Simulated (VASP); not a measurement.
Set up this calculation in VASP 6.6.1, as the native input.

```
Task                   : single point
Functional             : LDA
Potentials or basis    : VASP PAW LDA potentials, release 64 (Sc_sv, H)
Cutoff                 : 520 eV
k mesh                 : 3 × 2 × 3
Occupations            : gaussian, width 0.05 eV
Spin                   : no spin polarisation
Dipole correction      : no
Further INCAR settings : ALGO = Normal; EDIFF = 1e-06; NBANDS = 78
```

The structure of Sc12H (a cell with a defect) lies in POSCAR:

```
Sc12H
1.0
    6.6200000000      0.0000000000      0.0000000000
   -4.9650000000      8.5996320000      0.0000000000
    0.0000000000      0.0000000000      5.2761400000
Sc H
12 1
Direct
   -0.0011294379      0.0001062242      0.0154693497
    0.1679919632      0.2254365529      0.4973910583
   -0.0018829415      0.3319209619     -0.0021677277
    0.1620756868      0.5533003746      0.4967950910
    0.0006143343      0.6684850815     -0.0033322529
    0.1663597009      0.8881494618      0.4971967322
    0.4986869341     -0.0004057173     -0.0030859564
    0.6643021455      0.2212061483      0.4985749734
    0.4982435509      0.3334579630     -0.0017597185
    0.6669792935      0.5566734295      0.4970805179
    0.4978532563      0.6662534618     -0.0044713704
    0.6624592535      0.8878586571      0.4966284093
   -0.0009681196      0.0010892307      0.4019829242
```

These files were run (other wordings do the same):

INCAR

```
PREC = Accurate
ENCUT = 520
EDIFF = 1E-6
ISMEAR = 0
SIGMA = 0.05
LREAL = F
LASPH = T
NELM = 100
ALGO = Normal
ISIF = 2
LWAVE = F
LCHARG = T
LELF = T
LVHAR = T
NBANDS = 78
```

KPOINTS

```
regular mesh
0
Gamma
  3 2 3
```

Potentials or basis: VASP PAW LDA potentials, release 64 (Sc_sv, H).

Command:

```console
$ cat potpaw_LDA.64/Sc_sv/POTCAR potpaw_LDA.64/H/POTCAR > POTCAR
$ mpirun -np 1 vasp_std > vasp.out
```

Results of the run:

| Quantity | Value |
| --- | --- |
| Pressure | -5.1 GPa |
| Largest force | 0.016 eV/Å |
| Band gap on the k mesh | zero (an odd number of electrons rules out a gap without spin polarisation) |

Caveat: the k points lie up to 0.40 Å⁻¹ apart, too coarse for converged energies and pressures of a metal.

Run time: 14 min on 1 thread of Intel Xeon 8259CL (shared host), peak memory 0.39 GiB.
